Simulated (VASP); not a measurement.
# Ni (Fm-3m) in VASP: further runs

The runs below take Ni through single point, with PBE.

Program: VASP 6.6.1. These are calculated values, not measurements. Logs are shortened: lines on timing, memory, paths and dates and some standing lists are left out, and cuts for length are marked.

**1. The cell of the first run**

Symmetry: Fm-3m, No. 225, cubic system. Conventional cell: a = 3.514 Å, b = 3.514 Å, c = 3.514 Å, α = 90.00°, β = 90.00°, γ = 90.00°. Ni (site symmetry m-3m) has 12 Ni at 2.49 Å within 3.3 Å.

**2. Single point, PBE**

Input file INCAR:

```
SYSTEM = Ni
PREC = Accurate
ENCUT = 520
EDIFF = 1E-7
ISMEAR = -1
SIGMA = 0.1
LREAL = .False.
LASPH = .True.
NELM = 60
ALGO = Normal
ISIF = 2
LWAVE = .False.
LCHARG = .False.
GGA = PE
NBANDS = 11
```

Input file KPOINTS:

```
regular mesh
0
Gamma
  15 15 15
  0 0 0
```

Input file POSCAR:

```
Ni
1.0
    0.0000000000      1.7572466680      1.7572466680
    1.7572466680      0.0000000000      1.7572466680
    1.7572466680      1.7572466680      0.0000000000
Ni
1
Direct
    0.0000000000      0.0000000000      0.0000000000
```

Potentials or basis: VASP PAW PBE potentials, release 64 (Ni).

Launch:

```sh
$ cat potpaw_PBE.64/Ni/POTCAR > POTCAR
$ mpirun -np 1 vasp_std > vasp.out
```

OUTCAR:

```text
SYSTEM = Ni
   PREC = Accurate
   ENCUT = 520
   EDIFF = 1E-7
   ISMEAR = -1
   LREAL = .False.
   LASPH = .True.
   NELM = 60
   ISIF = 2
   GGA = PE

 ion  position               nearest neighbor table
   1  0.000  0.000  0.000-

  LATTYP: Found a face centered cubic cell.
 ALAT       =     3.5144933360

  Lattice vectors:

 A1 = (   0.0000000000,   1.7572466680,   1.7572466680)
 A2 = (   1.7572466680,   0.0000000000,   1.7572466680)
 A3 = (   1.7572466680,   1.7572466680,   0.0000000000)

Analysis of symmetry for initial positions (statically):
=====================================================================
 Subroutine PRICEL returns:
 Original cell was already a primitive cell.

 Routine SETGRP: Setting up the symmetry group for a
 face centered cubic supercell.

 Subroutine GETGRP returns: Found 48 space group operations
 (whereof 48 operations were pure point group operations)
 out of a pool of 48 trial point group operations.

The static configuration has the point symmetry O_h .

Analysis of symmetry for dynamics (positions and initial velocities):
=====================================================================
 Subroutine PRICEL returns:
 Original cell was already a primitive cell.

 Routine SETGRP: Setting up the symmetry group for a
 face centered cubic supercell.

 Subroutine GETGRP returns: Found 48 space group operations
 (whereof 48 operations were pure point group operations)
 out of a pool of 48 trial point group operations.

The dynamic configuration has the point symmetry O_h .

 Subroutine INISYM returns: Found 48 space group operations
 (whereof 48 operations are pure point group operations),
 and found     1 'primitive' translations

----------------------------------------------------------------------------------------

                                     Primitive cell

  volume of cell :      10.8525

  direct lattice vectors                    reciprocal lattice vectors
     0.000000000  1.757246668  1.757246668    -0.284536035  0.284536035  0.284536035
     1.757246668  0.000000000  1.757246668     0.284536035 -0.284536035  0.284536035
     1.757246668  1.757246668  0.000000000     0.284536035  0.284536035 -0.284536035

  length of vectors
     2.485122070  2.485122070  2.485122070     0.492830870  0.492830870  0.492830870

  position of ions in fractional coordinates (direct lattice)
     0.000000000  0.000000000  0.000000000

  ion indices of the primitive-cell ions
   primitive index   ion index
[... 73 lines left out ...]
   EDIFF  = 0.1E-06   stopping-criterion for ELM
   LREAL  =      F    real-space projection
   EDIFFG = 0.1E-05   stopping-criterion for IOM
   NSW    =      0    number of steps for IOM
   IBRION =     -1    ionic relax: 0-MD 1-quasi-New 2-CG
   NFREE  =      0    steps in history (QN), initial steepest desc. (CG)
   ISIF   =      2    stress and relaxation
   ISYM   =      2    0-nonsym 1-usesym 2-fastsym
   POTIM  = 0.5000    time-step for ionic-motion
   TEBEG  =    0.0;   TEEND  =   0.0 temperature during run
   PSTRESS=    0.0 pullay stress
   NELECT =      10.0000    total number of electrons
   NUPDOWN=      -1.0000    fix difference up-down
   EMIN   =  10.00;   EMAX   =-10.00  energy-range for DOS
   EFERMI =   0.00;   METHOD = LEGACY
   ISMEAR =    -1;   SIGMA  =   0.10  broadening in eV -4-tet -1-fermi 0-gaus
   EFERMI_NEDOS =   21; number of points for ismear=-14 and -15
   IALGO  =     38    algorithm
   IMIX   =      4    mixing-type and parameters
     AMIX     =   0.40;   BMIX     =  1.00
     AMIX_MAG =   1.60;   BMIX_MAG =  1.00
  volume/ion in A,a.u.               =      10.85        73.24
  Fermi-wavevector in a.u.,A,eV,Ry     =   1.593060  3.010447 34.529407  2.537840
  Thomas-Fermi vector in A             =   2.691349
   LORBIT       =      0    0 simple, 1 ext, 2 COOP (PROOUT), +10 PAW based schemes
   GGA     = PE    functional components
   LHFCALC =     F    Hartree Fock is set to
   AEXX    =    0.0000 exact exchange contribution
   IVDW    =     0    specifies the selected vdW correction
   LEPSILON=     F    determine dielectric tensor
   LRPA    =     F    only Hartree local field effects (RPA)
 non-spin polarized calculation
  energy-cutoff  :      520.00
  volume of cell :       10.85
 maximum number of plane-waves:       303
   NGX =  9   NGY =  9   NGZ =  9

 number of electron      10.0000013 magnetization

 Free energy of the ion-electron system (eV)
  ---------------------------------------------------
  ext. energy  EPLUGINS =         0.00000000
  ---------------------------------------------------
  free energy    TOTEN  =        -5.46600187 eV

  energy without entropy =       -5.38024347  energy(sigma->0) =       -5.42312267

 E-fermi :   9.2530     XC(G=0): -13.2689

 val. band max:        9.2518922790   @ k =   0.4667   0.2000   0.0000
 cond. band min:       9.2568410034   @ k =  -0.3333   0.4000   0.2000
 fundamental gap:      0.0049487244
 Fermi energy:         9.2529533671

 k-point     1 :       0.0000    0.0000    0.0000
  band No.  band energies     occupation
      1       0.3669      2.00000
      2       7.3716      2.00000
      3       7.3716      2.00000
      4       7.3716      2.00000
      5       8.4701      1.99920
      6       8.4701      1.99920
      7      33.0765      0.00000
      8      37.0282      0.00000
      9      37.0282      0.00000
     10      37.0282      0.00000
     11      40.0414      0.00000
[... 309 lines left out ...]
 k-point    24 :       0.2000    0.1333    0.0000
  band No.  band energies     occupation
      1       1.8736      2.00000
      2       6.8822      2.00000
      3       7.7203      2.00000
      4       7.7578      2.00000
      5       8.1221      1.99998
      6       8.6513      1.99514
      7      29.1703      0.00000
      8      31.7552      0.00000
      9      32.1369      0.00000
     10      34.4292      0.00000
     11      38.9841      0.00000

 [... further k-points ...]
[... 5 lines left out ...]
  --------------------------------------------------------------------------------------
  -------------------------------------------------------------------------------------
  Total        0.0011908      0.0011908      0.0011908     -0.0000000     -0.0000000     -0.0000000
  in kB        0.1758065      0.1758065      0.1758065     -0.0000000     -0.0000000     -0.0000000
  external PRESSURE =       0.1758065 kB  Pullay stress =       0.0000000 kB

 VOLUME and BASIS-vectors are now :
 -----------------------------------------------------------------------------
  energy-cutoff  :      520.00
  volume of cell :       10.85
      direct lattice vectors                 reciprocal lattice vectors
     0.000000000  1.757246668  1.757246668    -0.284536035  0.284536035  0.284536035
     1.757246668  0.000000000  1.757246668     0.284536035 -0.284536035  0.284536035
     1.757246668  1.757246668  0.000000000     0.284536035  0.284536035 -0.284536035

 POSITION                                       TOTAL-FORCE (eV/Angst)
 -----------------------------------------------------------------------------------
      0.00000      0.00000      0.00000         0.000000      0.000000      0.000000
 -----------------------------------------------------------------------------------
    total drift:                               -0.000000     -0.000000     -0.000000

  FREE ENERGIE OF THE ION-ELECTRON SYSTEM (eV)
  ---------------------------------------------------
  free  energy   TOTEN  =        -5.4660018718 eV

  energy  without entropy=       -5.3802434696  energy(sigma->0) =       -5.42312267
```

OSZICAR:

```text
N       E                     dE             d eps       ncg     rms          rms(c)
DAV:   1     0.286283647471E+02    0.28628E+02   -0.49497E+03  2726   0.124E+03
DAV:   2    -0.555126223817E+01   -0.34180E+02   -0.32259E+02  2727   0.171E+02
DAV:   3    -0.650128452775E+01   -0.95002E+00   -0.93762E+00  2970   0.329E+01
DAV:   4    -0.650945349456E+01   -0.81690E-02   -0.81662E-02  2996   0.273E+00
DAV:   5    -0.650963049905E+01   -0.17700E-03   -0.17700E-03  3048   0.382E-01    0.974E+00
DAV:   6    -0.582667111364E+01    0.68296E+00   -0.15275E+01  3171   0.546E+01    0.589E+00
DAV:   7    -0.548434328105E+01    0.34233E+00   -0.27404E+00  3150   0.214E+01    0.171E+00
DAV:   8    -0.546786288222E+01    0.16480E-01   -0.23251E-02  3712   0.148E+00    0.486E-01
DAV:   9    -0.546598835079E+01    0.18745E-02   -0.26058E-03  3945   0.368E-01    0.783E-02
DAV:  10    -0.546600408270E+01   -0.15732E-04   -0.19339E-05  2789   0.507E-02    0.347E-02
DAV:  11    -0.546600181631E+01    0.22664E-05   -0.69483E-07  3751   0.116E-02    0.282E-03
DAV:  12    -0.546600187180E+01   -0.55491E-07   -0.98797E-09  1599   0.775E-04
   1 F= -.54660019E+01 E0= -.54231227E+01  d E =-.857584E-01
```

stdout:

```text
POSCAR found type information on POSCAR Ni
 POSCAR found :  1 types and       1 ions
 scaLAPACK will be used
 LDA part: xc-table for (Slater+PW92), standard interpolation
 POSCAR, INCAR and KPOINTS ok, starting setup
 FFT: planning ... GRIDC
 FFT: planning ... GRID_SOFT
 FFT: planning ... GRID
 WAVECAR not read
 entering main loop
```

Wall time 7.7 s (1 thread of Intel Xeon 6975P-C, shared host); peak memory 0.13 GiB.

Results:

| Item | Value |
| --- | --- |
| Free energy | -5.4660 eV |
| Pressure | 0.0 GPa |
| Band gap on the k mesh | zero (band 5 reaches 9.38 eV, above the bottom of band 6 at 8.43 eV) |

Caveat: the run has no spin polarisation, though such a crystal can be magnetic.

**3. Single point, PBE**

Input file INCAR:

```
SYSTEM = Ni
PREC = Accurate ; ENCUT = 520
EDIFF = 1E-6 ; ISMEAR = -1
SIGMA = 0.01 ; LREAL = .FALSE.
LASPH = .TRUE. ; NELM = 100
ALGO = Normal ; ISIF = 2
LWAVE = .FALSE. ; LCHARG = .FALSE.
GGA = PE ; NBANDS = 11
```

Input file KPOINTS:

```
regular mesh
0
G
  15 15 15
  0 0 0
```

POSCAR is that of step 2.

Potentials or basis: VASP PAW PBE potentials, release 64 (Ni).

Launch:

```sh
$ cat potpaw_PBE.64/Ni/POTCAR > POTCAR
$ mpirun -np 1 vasp_std > vasp.out
```

OUTCAR:

```text
SYSTEM = Ni
   PREC = Accurate
   ENCUT = 520
   EDIFF = 1E-6
   ISMEAR = -1
   LREAL = .FALSE.
   LASPH = .TRUE.
   NELM = 100
   ISIF = 2
   GGA = PE

 ion  position               nearest neighbor table
   1  0.000  0.000  0.000-

  LATTYP: Found a face centered cubic cell.
 ALAT       =     3.5144933360

  Lattice vectors:

 A1 = (   0.0000000000,   1.7572466680,   1.7572466680)
 A2 = (   1.7572466680,   0.0000000000,   1.7572466680)
 A3 = (   1.7572466680,   1.7572466680,   0.0000000000)

Analysis of symmetry for initial positions (statically):
[... 506 lines left out ...]
      6       8.6519      2.00000
      7      29.1690      0.00000
      8      31.7546      0.00000
      9      32.1363      0.00000
     10      34.4297      0.00000
     11      38.9831      0.00000

 [... further k-points ...]
[... 5 lines left out ...]
  --------------------------------------------------------------------------------------
  -------------------------------------------------------------------------------------
  Total       -0.0522146     -0.0522146     -0.0522146      0.0000000      0.0000000     -0.0000000
  in kB       -7.7085769     -7.7085769     -7.7085769      0.0000000      0.0000000     -0.0000000
  external PRESSURE =      -7.7085769 kB  Pullay stress =       0.0000000 kB

 VOLUME and BASIS-vectors are now :
 -----------------------------------------------------------------------------
  energy-cutoff  :      520.00
  volume of cell :       10.85
      direct lattice vectors                 reciprocal lattice vectors
     0.000000000  1.757246668  1.757246668    -0.284536035  0.284536035  0.284536035
     1.757246668  0.000000000  1.757246668     0.284536035 -0.284536035  0.284536035
     1.757246668  1.757246668  0.000000000     0.284536035  0.284536035 -0.284536035

 POSITION                                       TOTAL-FORCE (eV/Angst)
 -----------------------------------------------------------------------------------
      0.00000      0.00000      0.00000         0.000000      0.000000      0.000000
 -----------------------------------------------------------------------------------
    total drift:                                0.000000     -0.000000     -0.000000

  FREE ENERGIE OF THE ION-ELECTRON SYSTEM (eV)
  ---------------------------------------------------
  free  energy   TOTEN  =        -5.4163423153 eV

  energy  without entropy=       -5.4152305587  energy(sigma->0) =       -5.41578644
```

OSZICAR:

```text
N       E                     dE             d eps       ncg     rms          rms(c)
DAV:   1     0.286427746324E+02    0.28643E+02   -0.49497E+03  2726   0.124E+03
DAV:   2    -0.550042416525E+01   -0.34143E+02   -0.32259E+02  2727   0.171E+02
DAV:   3    -0.645043119689E+01   -0.95001E+00   -0.93378E+00  2970   0.329E+01
DAV:   4    -0.645863851575E+01   -0.82073E-02   -0.82051E-02  2996   0.274E+00
DAV:   5    -0.645881600916E+01   -0.17749E-03   -0.17749E-03  3048   0.381E-01    0.971E+00
DAV:   6    -0.577506277330E+01    0.68375E+00   -0.15367E+01  3171   0.546E+01    0.583E+00
DAV:   7    -0.543421808673E+01    0.34084E+00   -0.27290E+00  3150   0.214E+01    0.168E+00
DAV:   8    -0.541819429456E+01    0.16024E-01   -0.22254E-02  3706   0.143E+00    0.483E-01
DAV:   9    -0.541632932780E+01    0.18650E-02   -0.27709E-03  3943   0.380E-01    0.822E-02
DAV:  10    -0.541634446231E+01   -0.15135E-04   -0.21574E-05  2794   0.616E-02    0.261E-02
DAV:  11    -0.541634223008E+01    0.22322E-05   -0.17502E-07  2121   0.446E-03    0.276E-03
DAV:  12    -0.541634231531E+01   -0.85226E-07   -0.35374E-08  1479   0.154E-03
   1 F= -.54163423E+01 E0= -.54157864E+01  d E =-.111176E-02
```

stdout:

```text
POSCAR found type information on POSCAR Ni
 POSCAR found :  1 types and       1 ions
 scaLAPACK will be used
 LDA part: xc-table for (Slater+PW92), standard interpolation
 POSCAR, INCAR and KPOINTS ok, starting setup
 FFT: planning ... GRIDC
 FFT: planning ... GRID_SOFT
 FFT: planning ... GRID
 WAVECAR not read
 entering main loop
```

Wall time 6.7 s (1 thread of Intel Xeon 6975P-C, shared host); peak memory 0.13 GiB.

What came out:

```yaml
Free_energy: -5.4163 eV
Pressure: -0.8 GPa
Band_gap_on_the_k_mesh: zero (band 5 reaches 9.37 eV, above the bottom of band 6 at 8.43 eV)
```

Caveat: the run has no spin polarisation, though such a crystal can be magnetic. Spin polarisation is off, so any magnetic state and its effect on volume and gap are missing.

**4. Single point, PBE**

Input file INCAR:

```
PREC = Accurate ; ENCUT = 520
EDIFF = 1E-6 ; ISMEAR = -1
SIGMA = 0.03 ; LREAL = False
LASPH = True ; NELM = 60
ALGO = Normal ; ISIF = 2
LWAVE = False ; LCHARG = True
GGA = PE ; LELF = True
LVHAR = True ; NBANDS = 11
```

Input file KPOINTS:

```
Automatic mesh
0
Gamma
  15 15 15
```

POSCAR is that of step 3.

Launch:

```sh
$ cat potpaw_PBE.64/Ni/POTCAR > POTCAR
$ mpirun -np 1 vasp_std > vasp.out
```

Run time: 6.8 s. Hardware: 1 thread of Intel Xeon 6975P-C, shared host; peak memory 0.13 GiB.

The run converged. Its results:

```
Free energy            : -5.4212 eV
Pressure               : -0.7 GPa
Band gap on the k mesh : zero (band 5 reaches 9.37 eV, above the bottom of band 6 at 8.43 eV)
```

Levels at points of the mesh, in eV from the Fermi level:
```csv
k point,band 1,band 2,band 3,band 4,band 5,band 6,band 7,band 8,band 9,band 10
"(0.00, 0.00, 0.00)",-8.85,-1.85,-1.85,-1.85,-0.74,-0.74,23.86,27.81,27.81,27.81
```

Caveat: the run has no spin polarisation, though such a crystal can be magnetic. Spin polarisation is off, so any magnetic state and its effect on volume and gap are missing.

**5. Single point, PBE**

Input file INCAR:

```
SYSTEM = Ni
ALGO = Normal ; EDIFF = 1E-6
ENCUT = 520 ; GGA = PE
ISIF = 2 ; ISMEAR = -1
LASPH = .TRUE. ; LCHARG = .FALSE.
LREAL = .FALSE. ; LWAVE = .FALSE.
NBANDS = 11 ; NELM = 60
PREC = Accurate ; SIGMA = 0.2
```

Input file KPOINTS:

```
k-points
0
G
  15 15 15
  0 0 0
```

POSCAR is that of step 4.

Launch:

```sh
$ cat potpaw_PBE.64/Ni/POTCAR > POTCAR
$ mpirun -np 1 vasp_std > vasp.out
```

It took 7 s on 1 thread of Intel Xeon 6975P-C, shared host; peak memory 0.13 GiB.

The run converged. Its results:

```yaml
Free_energy: -5.5734 eV
Pressure: 1.3 GPa
Band_gap_on_the_k_mesh: zero (band 5 reaches 9.37 eV, above the bottom of band 6 at 8.42 eV)
```

Levels at points of the mesh, in eV from the Fermi level:
| k point | band 3 | band 4 | band 5 | band 6 | band 7 | band 8 |
| --- | --- | --- | --- | --- | --- | --- |
| (0.00, 0.00, 0.00) | -1.96 | -1.96 | -0.86 | -0.86 | 23.76 | 27.70 |

Caveat: the run has no spin polarisation, though such a crystal can be magnetic.

**6. Single point, PBE**

Input file INCAR:

```
SYSTEM = Ni
ALGO = Normal
EDIFF = 1E-6
ENCUT = 520
GGA = PE
ISIF = 2
ISMEAR = -1
LASPH = .True.
LCHARG = .False.
LREAL = .False.
LWAVE = .False.
NBANDS = 11
NELM = 60
PREC = Accurate
SIGMA = 0.3
```

Input file KPOINTS:

```
k-points
0
Gamma
  15 15 15
  0 0 0
```

POSCAR is that of step 5.

Potentials or basis: VASP PAW PBE potentials, release 64 (Ni).

Launch:

```sh
$ cat potpaw_PBE.64/Ni/POTCAR > POTCAR
$ mpirun -np 1 vasp_std > vasp.out
```

It took 8.1 s on 1 thread of Intel Xeon 6975P-C, shared host; peak memory 0.13 GiB.

The run converged. Its results:

| Item | Value |
| --- | --- |
| Free energy | -5.7158 eV |
| Pressure | 2.9 GPa |
| Band gap on the k mesh | zero (band 5 reaches 9.36 eV, above the bottom of band 6 at 8.41 eV) |

Levels at points of the mesh, in eV from the Fermi level:
```csv
k point,band 1,band 2,band 3,band 4,band 5,band 6,band 7,band 8,band 9,band 10
"(0.00, 0.00, 0.00)",-9.05,-2.05,-2.05,-2.05,-0.96,-0.96,23.67,27.61,27.61,27.61
```

Caveat: the run has no spin polarisation, though such a crystal can be magnetic. Spin polarisation is off, so any magnetic state and its effect on volume and gap are missing.

**7. The runs side by side**

| smearing | gap on the mesh (eV) | pressure (GPa) |
| --- | --- | --- |
| fermi-dirac 0.1 eV | none | 0.0 |
| fermi-dirac 0.01 eV | none | -0.8 |
| fermi-dirac 0.03 eV | none | -0.7 |
| fermi-dirac 0.2 eV | none | 1.3 |
| fermi-dirac 0.3 eV | none | 2.9 |

Alike in all rows: task single point; level PBE; potentials or basis VASP PAW PBE potentials, release 64 (Ni); no spin polarisation; cell as given; k mesh 15 × 15 × 15; cutoff (eV) 520.

Every run on the cell as given and a fine mesh finds a metal.

Caveats: the run has no spin polarisation, though such a crystal can be magnetic.

Absolute energies hang on the potentials; compare differences alone.
